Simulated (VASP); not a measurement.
# BN (wurtzite boron nitride) (P6_3mc) in VASP: further runs

Runs on BN (wurtzite boron nitride). Level: PBE. Tasks: single point, relaxation of cell and atoms.

Program: VASP 6.6.1. These are calculated values, not measurements. Logs are shortened: lines on timing, memory, paths and dates and some standing lists are left out, and cuts for length are marked.

## Step 1: The cell of the first run

Symmetry: P6_3mc, No. 186, hexagonal system. The conventional cell has a = 2.555 Å, b = 2.555 Å, c = 4.225 Å, α = 90.00°, β = 90.00°, γ = 120.00°. Within 2.1 Å of B (site symmetry 3m) lie 4 N at 1.57 to 1.58 Å. Within 2.1 Å of N (site symmetry 3m) lie 4 B at 1.57 to 1.58 Å.

## Step 2: Single point, PBE

INCAR reads:

```
SYSTEM = BN
ALGO = Normal
EDIFF = 1E-7
ENCUT = 520
GGA = PE
ISIF = 2
ISMEAR = 0
LASPH = .TRUE.
LCHARG = .FALSE.
LREAL = .FALSE.
LWAVE = .FALSE.
NBANDS = 16
NELM = 80
PREC = Accurate
SIGMA = 0.01
```

KPOINTS reads:

```
k-points
0
G
  12 12 8
  0 0 0
```

POSCAR reads:

```
BN
1.0
    2.5545699676      0.0000000000      0.0000000000
   -1.2772849838      2.2123224877      0.0000000000
    0.0000000000      0.0000000000      4.2245350943
B N
2 2
Direct
    0.3333333333      0.6666666667     -0.0000607407
    0.6666666667      0.3333333333      0.4999392593
    0.3333333333      0.6666666667      0.3745607407
    0.6666666667      0.3333333333      0.8745607407
```

Potentials or basis: VASP PAW PBE potentials, release 64 (B, N).

Command:

```
$ cat potpaw_PBE.64/B/POTCAR potpaw_PBE.64/N/POTCAR > POTCAR
$ mpirun -np 1 vasp_std > vasp.out
```

OUTCAR:

```text
SYSTEM = BN
   EDIFF = 1E-7
   ENCUT = 520
   GGA = PE
   ISIF = 2
   ISMEAR = 0
   LASPH = .TRUE.
   LREAL = .FALSE.
   NELM = 80
   PREC = Accurate

 ion  position               nearest neighbor table
   1  0.333  0.667  1.000-   4 1.57   4 1.57   4 1.57   3 1.58
   2  0.667  0.333  0.500-   3 1.57   3 1.57   3 1.57   4 1.58
   3  0.333  0.667  0.375-   2 1.57   2 1.57   2 1.57   1 1.58
   4  0.667  0.333  0.875-   1 1.57   1 1.57   1 1.57   2 1.58

  LATTYP: Found a hexagonal cell.
 ALAT       =     2.5545699676
 C/A-ratio  =     1.6537167304

  Lattice vectors:

 A1 = (   2.5545699676,   0.0000000000,   0.0000000000)
 A2 = (  -1.2772849838,   2.2123224877,   0.0000000000)
 A3 = (   0.0000000000,   0.0000000000,   4.2245350943)

Analysis of symmetry for initial positions (statically):
=====================================================================
 Subroutine PRICEL returns:
 Original cell was already a primitive cell.

 Routine SETGRP: Setting up the symmetry group for a
 hexagonal supercell.

 Subroutine GETGRP returns: Found 12 space group operations
 (whereof  6 operations were pure point group operations)
 out of a pool of 24 trial point group operations.

The static configuration has the point symmetry C_3v.
 The point group associated with its full space group is C_6v.

Analysis of symmetry for dynamics (positions and initial velocities):
=====================================================================
 Subroutine PRICEL returns:
 Original cell was already a primitive cell.

 Routine SETGRP: Setting up the symmetry group for a
 hexagonal supercell.

 Subroutine GETGRP returns: Found 12 space group operations
 (whereof  6 operations were pure point group operations)
 out of a pool of 24 trial point group operations.

The dynamic configuration has the point symmetry C_3v.
 The point group associated with its full space group is C_6v.

 Subroutine INISYM returns: Found 12 space group operations
 (whereof  6 operations are pure point group operations),
 and found     1 'primitive' translations

----------------------------------------------------------------------------------------

                                     Primitive cell

  volume of cell :      23.8751

  direct lattice vectors                    reciprocal lattice vectors
     2.554569968  0.000000000  0.000000000     0.391455318  0.226006833  0.000000000
    -1.277284984  2.212322488  0.000000000     0.000000000  0.452013667  0.000000000
     0.000000000  0.000000000  4.224535094     0.000000000  0.000000000  0.236712438

  length of vectors
     2.554569968  2.554569968  4.224535094     0.452013667  0.452013667  0.236712438

  position of ions in fractional coordinates (direct lattice)
     0.333333333  0.666666667  0.999939259
     0.666666667  0.333333333  0.499939259
     0.333333333  0.666666667  0.374560741
     0.666666667  0.333333333  0.874560741

  ion indices of the primitive-cell ions
   primitive index   ion index
                 1           1
                 2           2
                 3           3
                 4           4

----------------------------------------------------------------------------------------

 KPOINTS: k-points

Automatic generation of k-mesh.
 Grid dimensions read from file:
 generate k-points for:   12   12    8

 Generating k-lattice:

  Cartesian coordinates                     Fractional coordinates (reciprocal lattice)
     0.032621277  0.018833903  0.000000000     0.083333333  0.000000000  0.000000000
     0.000000000  0.037667806  0.000000000     0.000000000  0.083333333  0.000000000
     0.000000000  0.000000000  0.029589055     0.000000000  0.000000000  0.125000000

  Length of vectors
     0.037667806  0.037667806  0.029589055

  Shift w.r.t. Gamma in fractional coordinates (k-lattice)
     0.000000000  0.000000000  0.000000000

 Subroutine IBZKPT returns following result:
 ===========================================

 Found     95 irreducible k-points:

 Following reciprocal coordinates:
            Coordinates               Weight
  0.000000  0.000000  0.000000      1.000000
  0.083333 -0.000000  0.000000      6.000000
  0.166667 -0.000000  0.000000      6.000000
  0.250000 -0.000000  0.000000      6.000000
  0.333333  0.000000  0.000000      6.000000
  0.416667 -0.000000  0.000000      6.000000
[... 16 lines left out ...]
  0.250000 -0.000000  0.125000     12.000000
  0.333333  0.000000  0.125000     12.000000
 [... further k-points ...]
   k-points           NKPTS =     95   k-points in BZ     NKDIM =     95   number of bands    NBANDS=     16
   number of dos      NEDOS =    301   number of ions     NIONS =      4
   total plane-waves  NPLWV =  12800
   dimension x,y,z NGX =    20 NGY =   20 NGZ =   32
   dimension x,y,z NGXF=    40 NGYF=   40 NGZF=   64
   ions per type =               2   2
   NGX,Y,Z   is equivalent  to a cutoff of  13.02, 13.02, 12.59 a.u.
   NGXF,Y,Z  is equivalent  to a cutoff of  26.03, 26.03, 25.19 a.u.
 SYSTEM =  BN
   PREC   = accura    normal or accurate (medium, high low for compatibility)
   ISTART =      0    job   : 0-new  1-cont  2-samecut
   ICHARG =      2    charge: 1-file 2-atom 10-const
   ISPIN  =      1    spin polarized calculation?
   LNONCOLLINEAR =      F non collinear calculations
   LSORBIT =      F    spin-orbit coupling
   LASPH  =      T    aspherical Exc in radial PAW
   ENCUT  =  520.0 eV  38.22 Ry    6.18 a.u.   4.75  4.75  7.85*2*pi/ulx,y,z
   NELM   =     80;   NELMIN=  2; NELMDL= -5     # of ELM steps
   EDIFF  = 0.1E-06   stopping-criterion for ELM
   LREAL  =      F    real-space projection
   EDIFFG = 0.1E-05   stopping-criterion for IOM
   NSW    =      0    number of steps for IOM
   IBRION =     -1    ionic relax: 0-MD 1-quasi-New 2-CG
   NFREE  =      0    steps in history (QN), initial steepest desc. (CG)
   ISIF   =      2    stress and relaxation
   ISYM   =      2    0-nonsym 1-usesym 2-fastsym
   POTIM  = 0.5000    time-step for ionic-motion
   TEBEG  =    0.0;   TEEND  =   0.0 temperature during run
   PSTRESS=    0.0 pullay stress
   NELECT =      16.0000    total number of electrons
   NUPDOWN=      -1.0000    fix difference up-down
   EMIN   =  10.00;   EMAX   =-10.00  energy-range for DOS
   EFERMI =   0.00;   METHOD = LEGACY
   ISMEAR =     0;   SIGMA  =   0.01  broadening in eV -4-tet -1-fermi 0-gaus
   EFERMI_NEDOS =   21; number of points for ismear=-14 and -15
   IALGO  =     38    algorithm
   IMIX   =      4    mixing-type and parameters
     AMIX     =   0.40;   BMIX     =  1.00
     AMIX_MAG =   1.60;   BMIX_MAG =  1.00
  volume/ion in A,a.u.               =       5.97        40.28
  Fermi-wavevector in a.u.,A,eV,Ry     =   1.432627  2.707272 27.924868  2.052420
  Thomas-Fermi vector in A             =   2.552234
   LORBIT       =      0    0 simple, 1 ext, 2 COOP (PROOUT), +10 PAW based schemes
   GGA     = PE    functional components
   LHFCALC =     F    Hartree Fock is set to
   AEXX    =    0.0000 exact exchange contribution
   IVDW    =     0    specifies the selected vdW correction
   LEPSILON=     F    determine dielectric tensor
   LRPA    =     F    only Hartree local field effects (RPA)
 non-spin polarized calculation
 Gauss-broadening in eV      SIGMA  =   0.01
  energy-cutoff  :      520.00
  volume of cell :       23.88
 maximum number of plane-waves:       660
 NGX is ok and might be reduce to    20
   NGX =  9   NGY =  9   NGZ = 15

 number of electron      16.0000000 magnetization

 Free energy of the ion-electron system (eV)
  ---------------------------------------------------
  ext. energy  EPLUGINS =         0.00000000
  ---------------------------------------------------
  free energy    TOTEN  =       -34.83273875 eV

  energy without entropy =      -34.83273875  energy(sigma->0) =      -34.83273875

 E-fermi :   7.5251     XC(G=0): -12.7612

 val. band max:        7.4283899598   @ k =   0.0000   0.0000   0.0000
 cond. band min:      12.6394626646   @ k =   0.3333   0.3333   0.0000
 fundamental gap:      5.2110727048
 Fermi energy:         7.5250638206

 k-point     1 :       0.0000    0.0000    0.0000
  band No.  band energies     occupation
      1     -12.8569      2.00000
      2      -8.7495      2.00000
      3      -3.3903      2.00000
      4       5.3256      2.00000
      5       5.3256      2.00000
      6       7.1667      2.00000
[... 8 lines left out ...]
     15      19.2527      0.00000
     16      23.5173      0.00000

 k-point     2 :       0.0833   -0.0000    0.0000
  band No.  band energies     occupation
      1     -12.7070      2.00000
      2      -8.6349      2.00000
      3      -3.2415      2.00000
      4       4.6375      2.00000
      5       5.0461      2.00000
      6       6.8554      2.00000
[... 8 lines left out ...]
     15      19.6880      0.00000
     16      23.2945      0.00000

 k-point     3 :       0.1667   -0.0000    0.0000
  band No.  band energies     occupation
      1     -12.2621      2.00000
      2      -8.3069      2.00000
      3      -2.8010      2.00000
      4       2.9851      2.00000
      5       4.3899      2.00000
      6       5.4488      2.00000
[... 8 lines left out ...]
     15      20.8210      0.00000
     16      22.6540      0.00000

 k-point     4 :       0.2500   -0.0000    0.0000
  band No.  band energies     occupation
      1     -11.5397      2.00000
      2      -7.8278      2.00000
      3      -2.0900      2.00000
      4       1.0301      2.00000
      5       3.6547      2.00000
      6       3.6926      2.00000
[... 8 lines left out ...]
     15      22.2863      0.00000
     16      22.7216      0.00000

 k-point     5 :       0.3333    0.0000    0.0000
  band No.  band energies     occupation
      1     -10.5818      2.00000
      2      -7.3640      2.00000
      3      -1.1692      2.00000
      4      -0.7095      2.00000
      5       1.9391      2.00000
      6       3.0355      2.00000
[... 8 lines left out ...]
     15      23.0797      0.00000
     16      23.7027      0.00000

 k-point     6 :       0.4167   -0.0000    0.0000
  band No.  band energies     occupation
      1      -9.5030      2.00000
      2      -7.2659      2.00000
      3      -1.7763      2.00000
      4      -0.1944      2.00000
      5       0.5373      2.00000
      6       2.6334      2.00000
[... 8 lines left out ...]
     15      23.4772      0.00000
     16      24.7211      0.00000

 k-point     7 :       0.5000   -0.0000    0.0000
  band No.  band energies     occupation
      1      -8.8109      2.00000
      2      -7.5342      2.00000
      3      -1.9868      2.00000
      4      -0.3100      2.00000
      5       0.5782      2.00000
      6       2.4948      2.00000
[... 8 lines left out ...]
     15      23.7705      0.00000
     16      25.0895      0.00000

 k-point     8 :       0.0833    0.0833    0.0000
  band No.  band energies     occupation
      1     -12.4095      2.00000
      2      -8.4132      2.00000
      3      -2.9468      2.00000
      4       3.6073      2.00000
      5       4.3775      2.00000
      6       6.0281      2.00000
[... 8 lines left out ...]
     15      20.6546      0.00000
     16      22.9170      0.00000

 k-point     9 :       0.1667    0.0833    0.0000
  band No.  band energies     occupation
      1     -11.8253      2.00000
      2      -8.0058      2.00000
      3      -2.3697      2.00000
      4       1.9639      2.00000
      5       3.3512      2.00000
      6       4.7235      2.00000
[... 8 lines left out ...]
     15      21.9720      0.00000
     16      22.6458      0.00000
[... 172 lines left out ...]
 k-point    19 :       0.3333    0.3333    0.0000
  band No.  band energies     occupation
      1      -7.6159      2.00000
      2      -7.6159      2.00000
      3      -1.7061      2.00000
      4       0.2716      2.00000
      5       0.2716      2.00000
      6       2.0500      2.00000
[... 8 lines left out ...]
     15      22.4469      0.00000
     16      22.4469      0.00000

 k-point    20 :       0.0000    0.0000    0.1250
  band No.  band energies     occupation
      1     -12.7640      2.00000
      2      -9.0830      2.00000
      3      -2.8915      2.00000
      4       5.3914      2.00000
      5       5.3914      2.00000
      6       6.6480      2.00000
[... 8 lines left out ...]
     15      19.0763      0.00000
     16      23.2676      0.00000

 k-point    21 :       0.0833   -0.0000    0.1250
  band No.  band energies     occupation
      1     -12.6145      2.00000
      2      -8.9629      2.00000
      3      -2.7519      2.00000
      4       4.7071      2.00000
      5       5.1146      2.00000
      6       6.4284      2.00000
[... 8 lines left out ...]
     15      19.5117      0.00000
     16      23.1045      0.00000

 k-point    22 :       0.1667   -0.0000    0.1250
  band No.  band energies     occupation
      1     -12.1710      2.00000
      2      -8.6168      2.00000
      3      -2.3431      2.00000
      4       3.0664      2.00000
      5       4.4634      2.00000
      6       5.1983      2.00000
[... 8 lines left out ...]
     15      20.6424      0.00000
     16      22.6552      0.00000

 k-point    23 :       0.2500   -0.0000    0.1250
  band No.  band energies     occupation
      1     -11.4514      2.00000
      2      -8.1009      2.00000
      3      -1.7164      2.00000
      4       1.1518      2.00000
      5       3.4372      2.00000
      6       3.7324      2.00000
[... 8 lines left out ...]
     15      22.0970      0.00000
     16      22.7857      0.00000

 k-point    24 :       0.3333    0.0000    0.1250
  band No.  band energies     occupation
      1     -10.4991      2.00000
      2      -7.5679      2.00000
      3      -1.3032      2.00000
      4      -0.1731      2.00000
      5       1.6689      2.00000
      6       3.1159      2.00000
[... 8 lines left out ...]
     15      23.4752      0.00000
     16      23.4872      0.00000

 [... further k-points ...]
[... 5 lines left out ...]
  --------------------------------------------------------------------------------------
  -------------------------------------------------------------------------------------
  Total        0.0347756      0.0347756      0.0305019      0.0000000     -0.0000000      0.0000000
  in kB        2.3336739      2.3336739      2.0468815      0.0000000     -0.0000000      0.0000000
  external PRESSURE =       2.2380764 kB  Pullay stress =       0.0000000 kB

 VOLUME and BASIS-vectors are now :
 -----------------------------------------------------------------------------
  energy-cutoff  :      520.00
  volume of cell :       23.88
      direct lattice vectors                 reciprocal lattice vectors
     2.554569968  0.000000000  0.000000000     0.391455318  0.226006833  0.000000000
    -1.277284984  2.212322488  0.000000000     0.000000000  0.452013667  0.000000000
     0.000000000  0.000000000  4.224535094     0.000000000  0.000000000  0.236712438

 POSITION                                       TOTAL-FORCE (eV/Angst)
 -----------------------------------------------------------------------------------
     -0.00000      1.47488      4.22428        -0.000000      0.000000      0.002006
      1.27728      0.73744      2.11201         0.000000     -0.000000      0.002006
     -0.00000      1.47488      1.58234         0.000000     -0.000000     -0.002006
      1.27728      0.73744      3.69461        -0.000000      0.000000     -0.002006
 -----------------------------------------------------------------------------------
    total drift:                               -0.000000     -0.000000     -0.000176

  FREE ENERGIE OF THE ION-ELECTRON SYSTEM (eV)
  ---------------------------------------------------
  free  energy   TOTEN  =       -34.8327387524 eV

  energy  without entropy=      -34.8327387524  energy(sigma->0) =      -34.83273875
```

Wall time 13 s (1 thread of Intel Xeon 6975P-C, shared host); peak memory 0.15 GiB.

What came out:

* Free energy: -34.8327 eV
* Pressure: 0.2 GPa
* Band gap on the k mesh: 5.21 eV, indirect (least direct gap 8.24 eV)

Forces on the atoms (eV/Å):
```
B    0.000  0.000  0.002
B    0.000  0.000  0.002
N    0.000  0.000 -0.002
N    0.000  0.000 -0.002
```

Levels at points of the mesh, in eV from the valence-band top:
```csv
k point,band 5,band 6,band 7,band 8,band 9,band 10,band 11,band 12
"(0.00, 0.00, 0.00)",-2.10,-0.26,0.00,0.00,8.33,8.33,8.55,9.41
"(0.50, 0.00, 0.00)",-6.85,-4.93,-4.36,-2.09,6.68,7.94,10.56,11.39
"(0.00, 0.00, 0.50)",-1.16,-1.16,-1.16,-1.16,9.40,9.40,9.88,9.88
"(0.50, 0.00, 0.50)",-3.73,-3.73,-3.53,-3.53,6.56,6.56,9.97,9.97
```

A k mesh can miss the band edges. PBE gaps usually lie below the measured ones, often by a third to a half.

## Step 3: Relaxation of cell and atoms, PBE

This run uses another cell than the first one, of 5.93 Å³/atom, 0.993 times its volume.

INCAR reads:

```
PREC     = Accurate       # precision mode
ENCUT    = 600            # plane-wave cutoff, eV
EDIFF    = 1E-6           # SCF threshold, eV
ISMEAR   = 0              # smearing method
SIGMA    = 0.01           # smearing width, eV
LREAL    = False          # projectors in reciprocal space
LASPH    = True           # aspherical terms in the spheres
NELM     = 100            # most SCF steps
ALGO     = Normal         # electronic algorithm
ISIF     = 3              # what is computed and relaxed
LWAVE    = False          # write WAVECAR
LCHARG   = False          # write CHGCAR
GGA      = PE             # functional
IBRION   = 2              # ionic algorithm
NSW      = 80             # ionic steps
EDIFFG   = -0.002         # ionic threshold
```

KPOINTS reads:

```
regular mesh
0
Gamma
  12 12 8
```

POSCAR reads:

```
BN
1.0
    2.5500000000      0.0000000000      0.0000000000
   -1.2750000000      2.2083647797      0.0000000000
    0.0000000000      0.0000000000      4.2100000000
B N
2 2
Direct
    0.3333333333      0.6666666667      0.0000000000
    0.6666666667      0.3333333333      0.5000000000
    0.3333333333      0.6666666667      0.3745000000
    0.6666666667      0.3333333333      0.8745000000
```

Potentials or basis: VASP PAW PBE potentials, release 64 (B, N).

Command:

```
$ cat potpaw_PBE.64/B/POTCAR potpaw_PBE.64/N/POTCAR > POTCAR
$ mpirun -np 1 vasp_std > vasp.out
```

Wall time 49 s (1 thread of Intel Xeon 6975P-C, shared host); peak memory 0.16 GiB.

Results (log left out):

| Quantity | Value |
| --- | --- |
| Free energy | -34.8394 eV |
| Relaxed volume | 5.97 Å³/atom |
| Relaxed cell | a = 2.554 Å, b = 2.554 Å, c = 4.224 Å, α = 90.00°, β = 90.00°, γ = 120.00° |
| Space group after relaxing (to 0.05 Å) | P6_3mc (No. 186) |
| Energy gained by relaxing | 0.4 meV/atom |
| Ionic steps | 11 |
| Pressure after relaxing | 0.0 GPa |
| Band gap on the k mesh | 5.21 eV, indirect (least direct gap 8.24 eV) |

The path:
```csv
step,energy change (eV),largest force (eV/Å),pressure (GPa),volume (Å³)
1,0.0000,0.0065,2.61,23.71
2,0.0000,0.0005,-2.63,24.04
3,-0.0015,0.0028,-0.02,23.87
4,-0.0015,0.0027,-0.06,23.88
5,-0.0015,0.0032,-0.03,23.87
6,-0.0015,0.0012,-0.05,23.88
7,-0.0015,0.0000,-0.06,23.88
8,-0.0015,0.0001,-0.06,23.88
9,-0.0015,0.0005,-0.06,23.88
10,-0.0015,0.0006,-0.06,23.88
11,-0.0015,0.0001,0.04,23.87
```

Final structure:
```yaml
crystal:
  lattice:
    - [2.55436, 0.00000, 0.00000]
    - [-1.27718, 2.21214, 0.00000]
    - [0.00000, 0.00000, 4.22421]
  atoms:
    - { symbol: B, position: [0.33333, 0.66667, 0.99995] }
    - { symbol: B, position: [0.66667, 0.33333, 0.49995] }
    - { symbol: N, position: [0.33333, 0.66667, 0.37455] }
    - { symbol: N, position: [0.66667, 0.33333, 0.87455] }
```

Levels at points of the mesh, in eV from the valence-band top:
```tsv
k point	band 4	band 5	band 6	band 7	band 8	band 9	band 10	band 11	band 12
(0.00, 0.00, 0.00)	-2.10	-2.10	-0.26	0.00	0.00	8.33	8.33	8.55	9.41
(0.50, 0.00, 0.00)	-7.74	-6.85	-4.94	-4.36	-2.09	6.68	7.94	10.56	11.39
(0.00, 0.00, 0.50)	-5.67	-1.17	-1.17	-1.17	-1.17	9.40	9.40	9.88	9.88
(0.50, 0.00, 0.50)	-9.94	-3.73	-3.73	-3.54	-3.54	6.56	6.56	9.98	9.98
```

A k mesh can miss the band edges.
